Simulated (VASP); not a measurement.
# Tl (I4/mmm) in VASP: notebook

Tl is run at these levels: LDA; tasks: single point.

Program: VASP 6.6.1. These are calculated values, not measurements. Logs are shortened: lines on timing, memory, paths and dates and some standing lists are left out, and cuts for length are marked.

**1. The cell of the first run**

It takes space group I4/mmm (No. 139, tetragonal). Conventional cell: a = 3.488 Å, b = 3.488 Å, c = 5.081 Å, α = 90.00°, β = 90.00°, γ = 90.00°. Tl (site symmetry 4/mmm) has 12 Tl at 3.49 to 3.54 Å within 4.6 Å.

**2. Single point, LDA (strain +0.0300 x Voigt [0, 1, 0, 0, 0, 0])**

The input, INCAR:

```
SYSTEM = Tl
PREC = Accurate ; ENCUT = 520
EDIFF = 1E-7 ; ISMEAR = 0
SIGMA = 0.15 ; LREAL = .False.
LASPH = .True. ; NELM = 60
ALGO = Normal ; ISIF = 2
LWAVE = .False. ; LCHARG = .False.
GGA = CA ; NBANDS = 12
```

The input, KPOINTS:

```
Automatic mesh
0
Gamma
  16 16 16
  0 0 0
```

The input, POSCAR:

```
Tl
1.0
    0.0000000000      2.5403314700      2.4663412330
    2.4663412330      0.0000000000      2.4663412330
    2.4663412330      2.5403314700      0.0000000000
Tl
1
Direct
    0.0000000000      0.0000000000      0.0000000000
```

Potentials or basis: VASP PAW LDA potentials, release 64 (Tl_d).

On the command line:

```console
> cat potpaw_LDA.64/Tl_d/POTCAR > POTCAR
> mpirun -np 1 vasp_std > vasp.out
```

OUTCAR:

```text
SYSTEM = Tl
   PREC = Accurate
   ENCUT = 520
   EDIFF = 1E-7
   ISMEAR = 0
   LREAL = .False.
   LASPH = .True.
   NELM = 60
   ISIF = 2
   GGA = CA

 ion  position               nearest neighbor table
   1  0.000  0.000  0.000-

  LATTYP: Found a body centered tetragonal cell.
 ALAT       =     3.4879332211
 C/A-ratio  =     1.4566399693

  Lattice vectors:

 A1 = (   0.0000000000,  -2.5403314700,   2.4663412330)
 A2 = (   0.0000000000,  -2.5403314700,  -2.4663412330)
 A3 = (   2.4663412330,   2.5403314700,   0.0000000000)

Analysis of symmetry for initial positions (statically):
=====================================================================
 Subroutine PRICEL returns:
 Original cell was already a primitive cell.

 Routine SETGRP: Setting up the symmetry group for a
 body centered tetragonal supercell.

 Subroutine GETGRP returns: Found 16 space group operations
 (whereof 16 operations were pure point group operations)
 out of a pool of 16 trial point group operations.

The static configuration has the point symmetry D_4h.

Analysis of symmetry for dynamics (positions and initial velocities):
=====================================================================
 Subroutine PRICEL returns:
 Original cell was already a primitive cell.

 Routine SETGRP: Setting up the symmetry group for a
 body centered tetragonal supercell.

 Subroutine GETGRP returns: Found 16 space group operations
 (whereof 16 operations were pure point group operations)
 out of a pool of 16 trial point group operations.

The dynamic configuration has the point symmetry D_4h.

 Subroutine INISYM returns: Found 16 space group operations
 (whereof 16 operations are pure point group operations),
 and found     1 'primitive' translations

----------------------------------------------------------------------------------------

                                     Primitive cell

  volume of cell :      30.9049

  direct lattice vectors                    reciprocal lattice vectors
     0.000000000  2.540331470  2.466341233    -0.202729449  0.196824708  0.202729449
     2.466341233  0.000000000  2.466341233     0.202729449 -0.196824708  0.202729449
     2.466341233  2.540331470  0.000000000     0.202729449  0.196824708 -0.202729449

  length of vectors
     3.540638792  3.487933221  3.540638792     0.347762023  0.347762023  0.347762023

  position of ions in fractional coordinates (direct lattice)
     0.000000000  0.000000000  0.000000000

  ion indices of the primitive-cell ions
   primitive index   ion index
                 1           1

----------------------------------------------------------------------------------------

 KPOINTS: Automatic mesh

Automatic generation of k-mesh.
 Grid dimensions read from file:
 generate k-points for:   16   16   16

 Generating k-lattice:

  Cartesian coordinates                     Fractional coordinates (reciprocal lattice)
    -0.012670591  0.012301544  0.012670591     0.062500000  0.000000000  0.000000000
     0.012670591 -0.012301544  0.012670591     0.000000000  0.062500000  0.000000000
     0.012670591  0.012301544 -0.012670591     0.000000000  0.000000000  0.062500000

  Length of vectors
     0.021735126  0.021735126  0.021735126

  Shift w.r.t. Gamma in fractional coordinates (k-lattice)
     0.000000000  0.000000000  0.000000000

 Subroutine IBZKPT returns following result:
 ===========================================

 Found    349 irreducible k-points:

 Following reciprocal coordinates:
            Coordinates               Weight
  0.000000  0.000000  0.000000      1.000000
  0.062500  0.000000  0.000000      8.000000
  0.125000  0.000000  0.000000      8.000000
  0.187500  0.000000  0.000000      8.000000
  0.250000  0.000000  0.000000      8.000000
  0.312500  0.000000  0.000000      8.000000
[... 16 lines left out ...]
 -0.125000  0.062500  0.000000     16.000000
 -0.062500  0.062500  0.000000      8.000000
 [... further k-points ...]
   k-points           NKPTS =    349   k-points in BZ     NKDIM =    349   number of bands    NBANDS=     12
   number of dos      NEDOS =    301   number of ions     NIONS =      1
   total plane-waves  NPLWV =  21952
   dimension x,y,z NGX =    28 NGY =   28 NGZ =   28
   dimension x,y,z NGXF=    56 NGYF=   56 NGZF=   56
   ions per type =               1
   NGX,Y,Z   is equivalent  to a cutoff of  13.15, 13.35, 13.15 a.u.
   NGXF,Y,Z  is equivalent  to a cutoff of  26.29, 26.69, 26.29 a.u.
 SYSTEM =  Tl
   PREC   = accura    normal or accurate (medium, high low for compatibility)
   ISTART =      0    job   : 0-new  1-cont  2-samecut
   ICHARG =      2    charge: 1-file 2-atom 10-const
   ISPIN  =      1    spin polarized calculation?
   LNONCOLLINEAR =      F non collinear calculations
   LSORBIT =      F    spin-orbit coupling
   LASPH  =      T    aspherical Exc in radial PAW
   ENCUT  =  520.0 eV  38.22 Ry    6.18 a.u.   6.58  6.49  6.58*2*pi/ulx,y,z
   NELM   =     60;   NELMIN=  2; NELMDL= -5     # of ELM steps
   EDIFF  = 0.1E-06   stopping-criterion for ELM
   LREAL  =      F    real-space projection
   EDIFFG = 0.1E-05   stopping-criterion for IOM
   NSW    =      0    number of steps for IOM
   IBRION =     -1    ionic relax: 0-MD 1-quasi-New 2-CG
   NFREE  =      0    steps in history (QN), initial steepest desc. (CG)
   ISIF   =      2    stress and relaxation
   ISYM   =      2    0-nonsym 1-usesym 2-fastsym
   POTIM  = 0.5000    time-step for ionic-motion
   TEBEG  =    0.0;   TEEND  =   0.0 temperature during run
   PSTRESS=    0.0 pullay stress
   NELECT =      13.0000    total number of electrons
   NUPDOWN=      -1.0000    fix difference up-down
   EMIN   =  10.00;   EMAX   =-10.00  energy-range for DOS
   EFERMI =   0.00;   METHOD = LEGACY
   ISMEAR =     0;   SIGMA  =   0.15  broadening in eV -4-tet -1-fermi 0-gaus
   EFERMI_NEDOS =   21; number of points for ismear=-14 and -15
   IALGO  =     38    algorithm
   IMIX   =      4    mixing-type and parameters
     AMIX     =   0.40;   BMIX     =  1.00
     AMIX_MAG =   1.60;   BMIX_MAG =  1.00
  volume/ion in A,a.u.               =      30.90       208.56
  Fermi-wavevector in a.u.,A,eV,Ry     =   1.226630  2.317995 20.471626  1.504622
  Thomas-Fermi vector in A             =   2.361624
   LORBIT       =      0    0 simple, 1 ext, 2 COOP (PROOUT), +10 PAW based schemes
   GGA     = CA    functional components
   LHFCALC =     F    Hartree Fock is set to
   AEXX    =    0.0000 exact exchange contribution
   IVDW    =     0    specifies the selected vdW correction
   LEPSILON=     F    determine dielectric tensor
   LRPA    =     F    only Hartree local field effects (RPA)
 non-spin polarized calculation
 Gauss-broadening in eV      SIGMA  =   0.15
  energy-cutoff  :      520.00
  volume of cell :       30.90
 maximum number of plane-waves:       869
   NGX = 13   NGY = 13   NGZ = 13

 number of electron      13.0000003 magnetization

 Free energy of the ion-electron system (eV)
  ---------------------------------------------------
  ext. energy  EPLUGINS =         0.00000000
  ---------------------------------------------------
  free energy    TOTEN  =        -2.87189811 eV

  energy without entropy =       -2.86510462  energy(sigma->0) =       -2.86850137

 E-fermi :   5.4509     XC(G=0): -10.1266

 val. band max:        5.4504434429   @ k =  -0.3125   0.4375   0.1875
 cond. band min:       5.4584311344   @ k =   0.3750  -0.3125   0.3125
 fundamental gap:      0.0079876915
 Fermi energy:         5.4508527852

 k-point     1 :       0.0000    0.0000    0.0000
  band No.  band energies     occupation
      1      -6.0045      2.00000
      2      -5.9486      2.00000
      3      -5.9486      2.00000
      4      -5.7630      2.00000
      5      -5.7127      2.00000
      6      -4.0626      2.00000
      7      15.0362      0.00000
      8      15.0362      0.00000
      9      15.1028      0.00000
     10      16.3663      0.00000
     11      19.0032      0.00000
     12      19.8688      0.00000

 k-point     2 :       0.0625    0.0000    0.0000
  band No.  band energies     occupation
      1      -5.9985      2.00000
      2      -5.9474      2.00000
      3      -5.9398      2.00000
      4      -5.7633      2.00000
      5      -5.7149      2.00000
      6      -3.9848      2.00000
      7      14.0881      0.00000
      8      14.9589      0.00000
      9      14.9742      0.00000
     10      16.2750      0.00000
     11      19.3327      0.00000
     12      20.0181      0.00000

 k-point     3 :       0.1250    0.0000    0.0000
  band No.  band energies     occupation
      1      -5.9913      2.00000
      2      -5.9413      2.00000
      3      -5.9179      2.00000
      4      -5.7600      2.00000
      5      -5.7180      2.00000
      6      -3.7482      2.00000
      7      12.2192      0.00000
      8      14.6852      0.00000
      9      14.7512      0.00000
     10      16.1852      0.00000
     11      19.4876      0.00000
     12      20.0574      0.00000

 k-point     4 :       0.1875    0.0000    0.0000
  band No.  band energies     occupation
      1      -6.0013      2.00000
      2      -5.9315      2.00000
      3      -5.8961      2.00000
      4      -5.7398      2.00000
      5      -5.7110      2.00000
      6      -3.3472      2.00000
      7      10.2291      0.00000
      8      14.2910      0.00000
      9      14.4646      0.00000
     10      16.1048      0.00000
     11      18.9013      0.00000
     12      19.9108      0.00000

 k-point     5 :       0.2500    0.0000    0.0000
  band No.  band energies     occupation
      1      -6.0268      2.00000
      2      -5.9333      2.00000
      3      -5.8906      2.00000
      4      -5.6937      2.00000
      5      -5.6814      2.00000
      6      -2.7814      2.00000
      7       8.2997      0.00000
      8      13.8635      0.00000
      9      14.1503      0.00000
     10      16.0297      0.00000
     11      18.2691      0.00000
     12      19.3714      0.00000
[... 228 lines left out ...]
      1      -6.0301      2.00000
      2      -5.9266      2.00000
      3      -5.8899      2.00000
      4      -5.7081      2.00000
      5      -5.6474      2.00000
      6      -2.4963      2.00000
      7       7.7553      0.00000
      8      12.6812      0.00000
      9      14.3049      0.00000
     10      16.3490      0.00000
     11      17.6468      0.00000
     12      18.9057      0.00000

 k-point    22 :      -0.1875    0.0625    0.0000
  band No.  band energies     occupation
      1      -6.0082      2.00000
      2      -5.9172      2.00000
      3      -5.8885      2.00000
      4      -5.7556      2.00000
      5      -5.6852      2.00000
      6      -3.1122      2.00000
      7       9.6314      0.00000
      8      12.9803      0.00000
      9      14.7923      0.00000
     10      16.5070      0.00000
     11      18.0731      0.00000
     12      19.2875      0.00000

 k-point    23 :      -0.1250    0.0625    0.0000
  band No.  band energies     occupation
      1      -5.9983      2.00000
      2      -5.9251      2.00000
      3      -5.9029      2.00000
      4      -5.7725      2.00000
      5      -5.7056      2.00000
      6      -3.5664      2.00000
      7      11.5708      0.00000
      8      13.3798      0.00000
      9      15.1231      0.00000
     10      16.4950      0.00000
     11      18.6816      0.00000
     12      19.6749      0.00000

 k-point    24 :      -0.0625    0.0625    0.0000
  band No.  band energies     occupation
      1      -5.9992      2.00000
      2      -5.9404      2.00000
      3      -5.9225      2.00000
      4      -5.7698      2.00000
      5      -5.7119      2.00000
      6      -3.8561      2.00000
      7      13.3025      0.00000
      8      14.0011      0.00000
      9      15.1837      0.00000
     10      16.3529      0.00000
     11      19.2336      0.00000
     12      19.8394      0.00000

 [... further k-points ...]
[... 5 lines left out ...]
  --------------------------------------------------------------------------------------
  -------------------------------------------------------------------------------------
  Total       -0.8077976     -0.7470558     -0.8077976      0.0000000      0.0000000      0.0000000
  in kB      -41.8780468    -38.7290541    -41.8780468      0.0000000      0.0000000      0.0000000
  external PRESSURE =     -40.8283826 kB  Pullay stress =       0.0000000 kB

 VOLUME and BASIS-vectors are now :
 -----------------------------------------------------------------------------
  energy-cutoff  :      520.00
  volume of cell :       30.90
      direct lattice vectors                 reciprocal lattice vectors
     0.000000000  2.540331470  2.466341233    -0.202729449  0.196824708  0.202729449
     2.466341233  0.000000000  2.466341233     0.202729449 -0.196824708  0.202729449
     2.466341233  2.540331470  0.000000000     0.202729449  0.196824708 -0.202729449

 POSITION                                       TOTAL-FORCE (eV/Angst)
 -----------------------------------------------------------------------------------
      0.00000      0.00000      0.00000         0.000000      0.000000      0.000000
 -----------------------------------------------------------------------------------
    total drift:                               -0.000000     -0.000000     -0.000000

  FREE ENERGIE OF THE ION-ELECTRON SYSTEM (eV)
  ---------------------------------------------------
  free  energy   TOTEN  =        -2.8718981142 eV

  energy  without entropy=       -2.8651046227  energy(sigma->0) =       -2.86850137
```

It took 52 s on 1 thread of Intel Xeon Platinum 8488C (Sapphire Rapids), shared host; peak memory 0.24 GiB.

Results:

| Quantity | Value |
| --- | --- |
| Free energy | -2.8719 eV |
| Pressure | -4.1 GPa |

Caveat: the cell differs from its parent crystal (strain +0.0300 x Voigt [0, 1, 0, 0, 0, 0]); spin-orbit coupling is left out, which moves the levels of the heavy elements.

**3. Single point, LDA (strain +0.0350 x Voigt [0, 1, 0, 0, 0, 0])**

The input, INCAR:

```
PREC     = Accurate       # precision mode
ENCUT    = 520            # plane-wave cutoff, eV
EDIFF    = 1E-7           # SCF threshold, eV
ISMEAR   = 0              # smearing method
SIGMA    = 0.15           # smearing width, eV
LREAL    = False          # projectors in reciprocal space
LASPH    = True           # aspherical terms in the spheres
NELM     = 60             # most SCF steps
ALGO     = Fast           # electronic algorithm
ISIF     = 2              # what is computed and relaxed
LWAVE    = False          # write WAVECAR
LCHARG   = True           # write CHGCAR
GGA      = CA             # functional
LELF     = True           # ELF
LVHAR    = True         
NBANDS   = 12             # bands
```

The input, KPOINTS:

```
regular mesh
0
Gamma
  16 16 16
```

The input, POSCAR:

```
Tl
1.0
    0.0000000000      2.5526631762      2.4663412330
    2.4663412330      0.0000000000      2.4663412330
    2.4663412330      2.5526631762      0.0000000000
Tl
1
Direct
    0.0000000000      0.0000000000      0.0000000000
```

Potentials or basis: VASP PAW LDA potentials, release 64 (Tl_d).

On the command line:

```console
> cat potpaw_LDA.64/Tl_d/POTCAR > POTCAR
> mpirun -np 1 vasp_std > vasp.out
```

Run time: 68 s. Hardware: 1 thread of Intel Xeon Platinum 8488C (Sapphire Rapids), shared host; peak memory 0.24 GiB.

Results (log left out):

```yaml
Free_energy: -2.8683 eV
Pressure: -4.2 GPa
```

Stress tensor (GPa, compression positive):
```
-4.30  0.00  0.00
 0.00 -3.96  0.00
 0.00  0.00 -4.30
```

Levels at points of the mesh, in eV from the Fermi level:
```csv
k point,band 3,band 4,band 5,band 6,band 7,band 8,band 9,band 10
"(0.00, 0.00, 0.00)",-11.39,-11.21,-11.15,-9.48,9.55,9.55,9.62,10.91
"(0.50, 0.00, 0.00)",-11.37,-10.99,-10.97,-5.31,-2.55,7.33,7.95,10.38
"(0.50, 0.50, 0.00)",-10.99,-10.95,-10.90,-3.64,-1.45,3.66,3.85,7.09
"(0.50, 0.00, 0.50)",-10.99,-10.93,-10.93,-4.06,-1.75,4.17,4.17,7.49
```

Caveat: the cell differs from its parent crystal (strain +0.0350 x Voigt [0, 1, 0, 0, 0, 0]); spin-orbit coupling is left out, which moves the levels of the heavy elements.

**4. Single point, LDA (strain +0.0400 x Voigt [0, 1, 0, 0, 0, 0])**

The input, INCAR:

```
SYSTEM = Tl
  ALGO = Normal
  EDIFF = 1E-6
  ENCUT = 520
  ISIF = 2
  ISMEAR = 0
  LASPH = .True.
  LCHARG = .True.
  LELF = .True.
  LREAL = .False.
  LVHAR = .True.
  LWAVE = .False.
  NBANDS = 12
  NELM = 80
  PREC = Accurate
  SIGMA = 0.15
```

The input, KPOINTS:

```
k-points
0
Gamma
  16 16 16
  0 0 0
```

The input, POSCAR:

```
Tl
1.0
    0.0000000000      2.5649948823      2.4663412330
    2.4663412330      0.0000000000      2.4663412330
    2.4663412330      2.5649948823      0.0000000000
Tl
1
Direct
    0.0000000000      0.0000000000      0.0000000000
```

On the command line:

```console
> cat potpaw_LDA.64/Tl_d/POTCAR > POTCAR
> mpirun -np 1 vasp_std > vasp.out
```

It took 47 s on 1 thread of Intel Xeon Platinum 8488C (Sapphire Rapids), shared host; peak memory 0.24 GiB.

Results (log left out):

* Free energy: -2.8647 eV
* Pressure: -4.2 GPa

Stress tensor (GPa, compression positive):
```
-4.35  0.00  0.00
 0.00 -3.99  0.00
 0.00  0.00 -4.35
```

Levels at points of the mesh, in eV from the Fermi level:
```tsv
k point	band 4	band 5	band 6	band 7	band 8	band 9
(0.00, 0.00, 0.00)	-11.21	-11.15	-9.45	9.51	9.51	9.59
(0.50, 0.00, 0.00)	-10.99	-10.96	-5.30	-2.53	7.25	7.97
(0.50, 0.50, 0.00)	-10.95	-10.89	-3.62	-1.42	3.62	3.84
(0.50, 0.00, 0.50)	-10.93	-10.93	-4.10	-1.75	4.20	4.20
```

Caveat: the cell differs from its parent crystal (strain +0.0400 x Voigt [0, 1, 0, 0, 0, 0]); spin-orbit coupling is left out, which moves the levels of the heavy elements.

**5. Summary**

```csv
cell,gap on the mesh (eV),pressure (GPa)
"a = 3.541, b = 3.488 Å, angles 60.5, 59.0, 60.5°, 1 atom",none,-4.1
"a = 3.549, b = 3.488 Å, angles 60.6, 58.9, 60.6°, 1 atom",none,-4.2
"a = 3.558, b = 3.488 Å, angles 60.7, 58.7, 60.7°, 1 atom",none,-4.2
```

Alike in all rows: task single point; level LDA; potentials or basis VASP PAW LDA potentials, release 64 (Tl_d); no spin polarisation; k mesh 16 × 16 × 16; cutoff (eV) 520; smearing gaussian 0.15 eV.

Caveats: spin-orbit coupling is left out, which moves the levels of the heavy elements.

Absolute energies hang on the potentials; compare differences alone.
